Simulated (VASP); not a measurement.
# KBr (Fm-3m) in VASP: further runs

Aim: see how the results for KBr move with the level of theory and the settings. Levels: BLYP+D3(BJ), BLYP+D4, PBEsol. Tasks: single point, relaxation of cell and atoms.

All numbers are computed with VASP 6.6.1; they aren't measurements. Logs are shortened: lines on timing, memory, paths and dates and some standing lists are left out, and cuts for length are marked.

### Step 1. The cell of the first run

It takes space group Fm-3m (No. 225, cubic). The conventional cell has a = 6.493 Å, b = 6.493 Å, c = 6.493 Å, α = 90.00°, β = 90.00°, γ = 90.00°. Br (site symmetry m-3m) has 6 K at 3.25 Å within 4.3 Å. Within 4.3 Å of K (site symmetry m-3m) lie 6 Br at 3.25 Å.

### Step 2. Single point, BLYP+D3(BJ)

INCAR reads:

```
PREC = Accurate
ENCUT = 520
EDIFF = 1E-6
ISMEAR = -1
SIGMA = 0.05
LREAL = False
LASPH = True
NELM = 100
ALGO = Normal
ISIF = 2
LWAVE = False
LCHARG = False
GGA = B5
ALDAX = 1.0
AGGAX = 1.0
AGGAC = 1.0
ALDAC = 0.0
IVDW = 12
VDW_S6 = 1.0
VDW_S8 = 2.6996
VDW_A1 = 0.4298
VDW_A2 = 4.2359
NBANDS = 15
```

KPOINTS reads:

```
Automatic mesh
0
Gamma
  7 7 7
```

POSCAR reads:

```
KBr
1.0
    0.0000000000      3.2462583866      3.2462583866
    3.2462583866      0.0000000000      3.2462583866
    3.2462583866      3.2462583866      0.0000000000
Br K
1 1
Direct
    0.5000000000      0.5000000000      0.5000000000
    0.0000000000      0.0000000000      0.0000000000
```

Potentials or basis: VASP PAW PBE potentials, release 64 (Br, K_sv).

On the command line:

```console
cat potpaw_PBE.64/Br/POTCAR potpaw_PBE.64/K_sv/POTCAR > POTCAR
mpirun -np 1 vasp_std > vasp.out
```

OUTCAR:

```text
PREC = Accurate
   ENCUT = 520
   EDIFF = 1E-6
   ISMEAR = -1
   LREAL = False
   LASPH = True
   NELM = 100
   ISIF = 2
   GGA = B5
   IVDW = 12
 IVDW          = 12

 ion  position               nearest neighbor table
   1  0.500  0.500  0.500-   2 3.25   2 3.25   2 3.25   2 3.25   2 3.25   2 3.25
   2  0.000  0.000  0.000-   1 3.25   1 3.25   1 3.25   1 3.25   1 3.25   1 3.25

  LATTYP: Found a face centered cubic cell.
 ALAT       =     6.4925167732

  Lattice vectors:

 A1 = (   0.0000000000,   3.2462583866,   3.2462583866)
 A2 = (   3.2462583866,   0.0000000000,   3.2462583866)
 A3 = (   3.2462583866,   3.2462583866,   0.0000000000)

Analysis of symmetry for initial positions (statically):
=====================================================================
 Subroutine PRICEL returns:
 Original cell was already a primitive cell.

 Routine SETGRP: Setting up the symmetry group for a
 face centered cubic supercell.

 Subroutine GETGRP returns: Found 48 space group operations
 (whereof 48 operations were pure point group operations)
 out of a pool of 48 trial point group operations.

The static configuration has the point symmetry O_h .

Analysis of symmetry for dynamics (positions and initial velocities):
=====================================================================
 Subroutine PRICEL returns:
 Original cell was already a primitive cell.

 Routine SETGRP: Setting up the symmetry group for a
 face centered cubic supercell.

 Subroutine GETGRP returns: Found 48 space group operations
 (whereof 48 operations were pure point group operations)
 out of a pool of 48 trial point group operations.

The dynamic configuration has the point symmetry O_h .

 Subroutine INISYM returns: Found 48 space group operations
 (whereof 48 operations are pure point group operations),
 and found     1 'primitive' translations

----------------------------------------------------------------------------------------

                                     Primitive cell

  volume of cell :      68.4194

  direct lattice vectors                    reciprocal lattice vectors
     0.000000000  3.246258387  3.246258387    -0.154023476  0.154023476  0.154023476
     3.246258387  0.000000000  3.246258387     0.154023476 -0.154023476  0.154023476
     3.246258387  3.246258387  0.000000000     0.154023476  0.154023476 -0.154023476

  length of vectors
     4.590902637  4.590902637  4.590902637     0.266776486  0.266776486  0.266776486

  position of ions in fractional coordinates (direct lattice)
     0.500000000  0.500000000  0.500000000
     0.000000000  0.000000000  0.000000000

  ion indices of the primitive-cell ions
   primitive index   ion index
                 1           1
                 2           2

----------------------------------------------------------------------------------------

 KPOINTS: Automatic mesh

Automatic generation of k-mesh.
 Grid dimensions read from file:
 generate k-points for:    7    7    7

 Generating k-lattice:

  Cartesian coordinates                     Fractional coordinates (reciprocal lattice)
    -0.022003354  0.022003354  0.022003354     0.142857143  0.000000000  0.000000000
     0.022003354 -0.022003354  0.022003354     0.000000000  0.142857143  0.000000000
     0.022003354  0.022003354 -0.022003354     0.000000000  0.000000000  0.142857143

  Length of vectors
     0.038110927  0.038110927  0.038110927

  Shift w.r.t. Gamma in fractional coordinates (k-lattice)
     0.000000000  0.000000000  0.000000000

 Subroutine IBZKPT returns following result:
 ===========================================

 Found     20 irreducible k-points:

 Following reciprocal coordinates:
            Coordinates               Weight
  0.000000  0.000000  0.000000      1.000000
  0.142857  0.000000  0.000000      8.000000
  0.285714  0.000000  0.000000      8.000000
  0.428571  0.000000  0.000000      8.000000
  0.142857  0.142857  0.000000      6.000000
  0.285714  0.142857  0.000000     24.000000
[... 12 lines left out ...]
 -0.428571  0.428571  0.142857     24.000000
 -0.285714  0.428571  0.142857     24.000000
   k-points           NKPTS =     20   k-points in BZ     NKDIM =     20   number of bands    NBANDS=     15
   number of dos      NEDOS =    301   number of ions     NIONS =      2
   total plane-waves  NPLWV =  46656
   dimension x,y,z NGX =    36 NGY =   36 NGZ =   36
   dimension x,y,z NGXF=    72 NGYF=   72 NGZF=   72
   ions per type =               1   1
   NGX,Y,Z   is equivalent  to a cutoff of  13.04, 13.04, 13.04 a.u.
   NGXF,Y,Z  is equivalent  to a cutoff of  26.07, 26.07, 26.07 a.u.
 SYSTEM =  unknown system
   PREC   = accura    normal or accurate (medium, high low for compatibility)
   ISTART =      0    job   : 0-new  1-cont  2-samecut
   ICHARG =      2    charge: 1-file 2-atom 10-const
   ISPIN  =      1    spin polarized calculation?
   LNONCOLLINEAR =      F non collinear calculations
   LSORBIT =      F    spin-orbit coupling
   LASPH  =      T    aspherical Exc in radial PAW
   ENCUT  =  520.0 eV  38.22 Ry    6.18 a.u.   8.54  8.54  8.54*2*pi/ulx,y,z
   NELM   =    100;   NELMIN=  2; NELMDL= -5     # of ELM steps
   EDIFF  = 0.1E-05   stopping-criterion for ELM
   LREAL  =      F    real-space projection
   EDIFFG = 0.1E-04   stopping-criterion for IOM
   NSW    =      0    number of steps for IOM
   IBRION =     -1    ionic relax: 0-MD 1-quasi-New 2-CG
   NFREE  =      0    steps in history (QN), initial steepest desc. (CG)
   ISIF   =      2    stress and relaxation
   ISYM   =      2    0-nonsym 1-usesym 2-fastsym
   POTIM  = 0.5000    time-step for ionic-motion
   TEBEG  =    0.0;   TEEND  =   0.0 temperature during run
   PSTRESS=    0.0 pullay stress
   NELECT =      16.0000    total number of electrons
   NUPDOWN=      -1.0000    fix difference up-down
   EMIN   =  10.00;   EMAX   =-10.00  energy-range for DOS
   EFERMI =   0.00;   METHOD = LEGACY
   ISMEAR =    -1;   SIGMA  =   0.05  broadening in eV -4-tet -1-fermi 0-gaus
   EFERMI_NEDOS =   21; number of points for ismear=-14 and -15
   IALGO  =     38    algorithm
   IMIX   =      4    mixing-type and parameters
     AMIX     =   0.40;   BMIX     =  1.00
     AMIX_MAG =   1.60;   BMIX_MAG =  1.00
  volume/ion in A,a.u.               =      34.21       230.86
  Fermi-wavevector in a.u.,A,eV,Ry     =   1.008606  1.905990 13.841030  1.017287
  Thomas-Fermi vector in A             =   2.141484
   LORBIT       =      0    0 simple, 1 ext, 2 COOP (PROOUT), +10 PAW based schemes
   GGA     = B5    functional components
   LHFCALC =     F    Hartree Fock is set to
   AEXX    =    0.0000 exact exchange contribution
   IVDW    =    12    specifies the selected vdW correction
   LEPSILON=     F    determine dielectric tensor
   LRPA    =     F    only Hartree local field effects (RPA)
 non-spin polarized calculation
  energy-cutoff  :      520.00
  volume of cell :       68.42
 maximum number of plane-waves:      1868
 NGX is ok and might be reduce to    36
   NGX = 17   NGY = 17   NGZ = 17

 number of electron      16.0000002 magnetization

 Free energy of the ion-electron system (eV)
  ---------------------------------------------------
  ext. energy  EPLUGINS =         0.00000000
  ---------------------------------------------------
  free energy    TOTEN  =        -5.75664675 eV

  energy without entropy =       -5.75664675  energy(sigma->0) =       -5.75664675

 E-fermi :  -0.1748     XC(G=0):  -7.2557

 val. band max:       -1.2280764895   @ k =   0.0000   0.0000   0.0000
 cond. band min:       3.3645999249   @ k =   0.0000   0.0000   0.0000
 fundamental gap:      4.5926764144
 Fermi energy:        -0.1747846484

 k-point     1 :       0.0000    0.0000    0.0000
  band No.  band energies     occupation
      1     -28.9257      2.00000
      2     -13.5938      2.00000
      3     -12.4820      2.00000
      4     -12.4820      2.00000
      5     -12.4820      2.00000
      6      -1.2281      2.00000
      7      -1.2281      2.00000
      8      -1.2281      2.00000
      9       3.3646      0.00000
     10       6.3167      0.00000
     11       6.3167      0.00000
     12       6.3167      0.00000
     13       7.1556      0.00000
     14       7.1556      0.00000
     15      10.7305      0.00000

 k-point     2 :       0.1429    0.0000    0.0000
  band No.  band energies     occupation
      1     -28.9243      2.00000
      2     -13.6405      2.00000
      3     -12.4832      2.00000
      4     -12.4832      2.00000
      5     -12.4200      2.00000
      6      -1.5344      2.00000
      7      -1.3048      2.00000
      8      -1.3048      2.00000
      9       3.8902      0.00000
     10       6.2372      0.00000
     11       6.5673      0.00000
     12       6.5673      0.00000
     13       7.4445      0.00000
     14       7.4445      0.00000
     15      11.4095      0.00000

 k-point     3 :       0.2857    0.0000    0.0000
  band No.  band energies     occupation
      1     -28.9212      2.00000
      2     -13.7316      2.00000
      3     -12.4859      2.00000
      4     -12.4859      2.00000
      5     -12.2938      2.00000
      6      -2.0883      2.00000
      7      -1.4675      2.00000
      8      -1.4675      2.00000
      9       4.9033      0.00000
     10       6.4161      0.00000
     11       7.2563      0.00000
     12       7.2563      0.00000
     13       8.2183      0.00000
     14       8.2183      0.00000
     15      10.8381      0.00000

 k-point     4 :       0.4286    0.0000    0.0000
  band No.  band energies     occupation
      1     -28.9187      2.00000
      2     -13.7948      2.00000
      3     -12.4880      2.00000
      4     -12.4880      2.00000
      5     -12.2017      2.00000
      6      -2.4542      2.00000
      7      -1.5894      2.00000
      8      -1.5894      2.00000
      9       5.4753      0.00000
     10       7.0703      0.00000
     11       8.2239      0.00000
     12       8.2239      0.00000
     13       8.9900      0.00000
     14       8.9900      0.00000
     15       9.9783      0.00000
[... 235 lines left out ...]
 k-point    18 :      -0.4286    0.2857    0.1429
  band No.  band energies     occupation
      1     -28.9172      2.00000
      2     -13.6871      2.00000
      3     -12.5310      2.00000
      4     -12.5097      2.00000
      5     -12.3092      2.00000
      6      -2.2023      2.00000
      7      -1.7283      2.00000
      8      -1.6287      2.00000
      9       5.8981      0.00000
     10       6.4919      0.00000
     11       7.5679      0.00000
     12       8.3399      0.00000
     13       8.8045      0.00000
     14       9.2245      0.00000
     15       9.9473      0.00000

 k-point    19 :      -0.4286    0.4286    0.1429
  band No.  band energies     occupation
      1     -28.9165      2.00000
      2     -13.5834      2.00000
      3     -12.5562      2.00000
      4     -12.5357      2.00000
      5     -12.4122      2.00000
      6      -2.0541      2.00000
      7      -1.6750      2.00000
      8      -1.6498      2.00000
      9       5.2340      0.00000
     10       6.5300      0.00000
     11       7.5408      0.00000
     12       8.4325      0.00000
     13       8.5864      0.00000
     14       9.3986      0.00000
     15      10.0257      0.00000

 k-point    20 :      -0.2857    0.4286    0.1429
  band No.  band energies     occupation
      1     -28.9163      2.00000
      2     -13.6150      2.00000
      3     -12.5633      2.00000
      4     -12.5342      2.00000
      5     -12.3616      2.00000
      6      -1.9566      2.00000
      7      -1.8894      2.00000
      8      -1.6843      2.00000
      9       5.8875      0.00000
     10       6.6689      0.00000
     11       7.2336      0.00000
     12       7.9226      0.00000
     13       9.2796      0.00000
     14       9.3504      0.00000
     15      10.2304      0.00000

------------------------ aborting loop because EDIFF is reached ----------------------------------------

 Edisp (eV)   -1.02071

 E8    (eV) :    -0.7743

  FORCE on cell =-STRESS in cart. coord.  units (eV):
  Direction    XX          YY          ZZ          XY          YZ          ZX
  --------------------------------------------------------------------------------------
  -------------------------------------------------------------------------------------
  Total       0.04710     0.04710     0.04710     0.00000     0.00000     0.00000
  in kB       1.10290     1.10290     1.10290     0.00000     0.00000     0.00000
  external pressure =        1.10 kB  Pullay stress =        0.00 kB

 VOLUME and BASIS-vectors are now :
 -----------------------------------------------------------------------------
  energy-cutoff  :      520.00
  volume of cell :       68.42
      direct lattice vectors                 reciprocal lattice vectors
     0.000000000  3.246258387  3.246258387    -0.154023476  0.154023476  0.154023476
     3.246258387  0.000000000  3.246258387     0.154023476 -0.154023476  0.154023476
     3.246258387  3.246258387  0.000000000     0.154023476  0.154023476 -0.154023476

 POSITION                                       TOTAL-FORCE (eV/Angst)
 -----------------------------------------------------------------------------------
      3.24626      3.24626      3.24626         0.000000     -0.000000      0.000000
      0.00000      0.00000      0.00000         0.000000      0.000000     -0.000000
 -----------------------------------------------------------------------------------
    total drift:                                0.000000      0.000000      0.000000

  FREE ENERGIE OF THE ION-ELECTRON SYSTEM (eV)
  ---------------------------------------------------
  free  energy   TOTEN  =        -6.7773616104 eV

  energy  without entropy=       -6.7773616103  energy(sigma->0) =       -6.77736161
```

Run time: 32 s. Hardware: 1 thread of Intel Xeon Platinum 8488C (Sapphire Rapids), shared host; peak memory 0.21 GiB.

What came out:

| Property | Result |
| --- | --- |
| Free energy | -6.7774 eV |
| Pressure | 0.1 GPa |
| Band gap on the k mesh | 4.59 eV |
| Dispersion energy per atom | -0.510 eV |

Caveat: the PAW data sets were made with another functional, which shifts forces and pressure a little. As with any semilocal functional, this BLYP gap is likely too small.

### Step 3. Single point, BLYP+D4

This run uses another cell than the first one, of 36.60 Å³/atom.

INCAR reads:

```
SYSTEM = KBr
  PREC = Accurate
  ENCUT = 520
  EDIFF = 1E-6
  ISMEAR = -1
  SIGMA = 0.05
  LREAL = .False.
  LASPH = .True.
  NELM = 100
  ALGO = Normal
  ISIF = 2
  LWAVE = .False.
  LCHARG = .False.
  GGA = B5
  ALDAX = 1.0
  AGGAX = 1.0
  AGGAC = 1.0
  ALDAC = 0.0
  IVDW = 13
  VDW_S6 = 1.0
  VDW_S8 = 2.34076671
  VDW_A1 = 0.44488865
  VDW_A2 = 4.0933009
  NBANDS = 15
```

KPOINTS reads:

```
Automatic mesh
0
Gamma
  7 7 7
  0 0 0
```

POSCAR reads:

```
KBr
1.0
    0.0000000000      3.3201868694      3.3201868694
    3.3201868694      0.0000000000      3.3201868694
    3.3201868694      3.3201868694      0.0000000000
Br K
1 1
Direct
    0.5000000000      0.5000000000      0.5000000000
    0.0000000000      0.0000000000      0.0000000000
```

Potentials or basis: VASP PAW PBE potentials, release 64 (Br, K_sv).

On the command line:

```console
cat potpaw_PBE.64/Br/POTCAR potpaw_PBE.64/K_sv/POTCAR > POTCAR
mpirun -np 1 vasp_std > vasp.out
```

Run time: 35 s. Hardware: 1 thread of Intel Xeon Platinum 8488C (Sapphire Rapids), shared host; peak memory 0.2 GiB.

The run converged. Its results:

```yaml
Free_energy: -6.2410 eV
Pressure: 0.1 GPa
Band_gap_on_the_k_mesh: 4.39 eV
Dispersion_energy_per_atom: -0.214 eV
```

Levels at points of the mesh, in eV from the valence-band top:
| k point | band 4 | band 5 | band 6 | band 7 | band 8 | band 9 | band 10 | band 11 | band 12 | band 13 |
| --- | --- | --- | --- | --- | --- | --- | --- | --- | --- | --- |
| (0.00, 0.00, 0.00) | -11.38 | -11.38 | 0.00 | 0.00 | 0.00 | 4.39 | 7.53 | 7.53 | 7.53 | 8.32 |

Caveat: the PAW data sets were made with another functional, which shifts forces and pressure a little; an odd mesh through Γ misses points on the zone boundary, where band edges can lie.

(Part 1 of 2 ends here.)
